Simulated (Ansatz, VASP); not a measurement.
**One calculation of Sc, two programs**

The input INCAR:

```
  ALGO = Normal
  EDIFF = 1E-6
  ENCUT = 500
  GGA = PS
  GGA_COMPAT = F
  ISIF = 2
  ISMEAR = -1
  LASPH = T
  LCHARG = T
  LELF = T
  LREAL = F
  LVHAR = T
  LWAVE = F
  NBANDS = 18
  NELM = 120
  PREC = Accurate
  SIGMA = 0.05
```

File KPOINTS:

```
k-points
0
Gamma
  8 8 4
```

File POSCAR:

```
Sc
1.0
    3.1766400000      0.0000000000      0.0000000000
   -1.5883200000      2.7510509387      0.0000000000
    0.0000000000      0.0000000000      5.2733000000
Sc
2
Direct
    0.6666666667      0.3333333333      0.7500000000
    0.3333333333      0.6666666667      0.2500000000
```

The input input.yaml:

```yaml
crystal:
  lattice:
    - [3.17664, 0.0, 0.0]
    - [-1.58832, 2.7510509387, 0.0]
    - [0.0, 0.0, 5.2733]
  atoms:
    - { symbol: Sc, position: [0.6666666667, 0.3333333333, 0.75] }
    - { symbol: Sc, position: [0.3333333333, 0.6666666667, 0.25] }
hamiltonian:
  xc: pbesol
  pseudopotentials: { kind: paw }
kpoints:
  mp_grid: { grid: [8, 8, 4] }
  band_path:
    path:
      - [[0.0, 0.0, 0.0], [0.5, 0.0, 0.0], [0.3333333333, 0.3333333333, 0.0], [0.0, 0.0, 0.0], [0.0, 0.0, 0.5], [0.5, 0.0, 0.5], [0.3333333333, 0.3333333333, 0.5], [0.0, 0.0, 0.5]]
      - [[0.5, 0.0, 0.5], [0.5, 0.0, 0.0]]
      - [[0.3333333333, 0.3333333333, 0.0], [0.3333333333, 0.3333333333, 0.5]]
    npoints: 14
scf:
  occupations: { method: fermi_dirac, width: 0.05 }
  n_extra_bands: 6
output:
  forces: true
  stress: true
  eigenvalues: true
  fatbands: true
```

Alike in both runs: functional PBEsol; k mesh 8 × 8 × 4; occupations fermi-dirac, width 0.05 eV; no spin polarisation.

```csv
,VASP,Ansatz
version,VASP 6.6.1,Ansatz 0.2.0
potentials or method,"VASP PAW PBE potentials, release 64 (Sc_sv)",Ansatz PAW
plane-wave cutoff (eV),500,420
valence electrons in the cell,22,22
task,single point,band structure
```

Ansatz gave:

* gap on the k mesh at the Fermi level (eV): none
* pressure (GPa): 1.7
* traceless stress, the component that is largest in VASP (GPa): -3.79

Q: Which values does VASP return?

A: gap on the k mesh at the Fermi level (eV): none; pressure (GPa): 1.7; traceless stress, the component that is largest in VASP (GPa): -3.80.

VASP's potentials were made for PBE, not for PBEsol. A gap of «none» marks a metal or a gap that the smearing closes. The functional is the same, so the differences come from potentials, cutoffs and numerics.
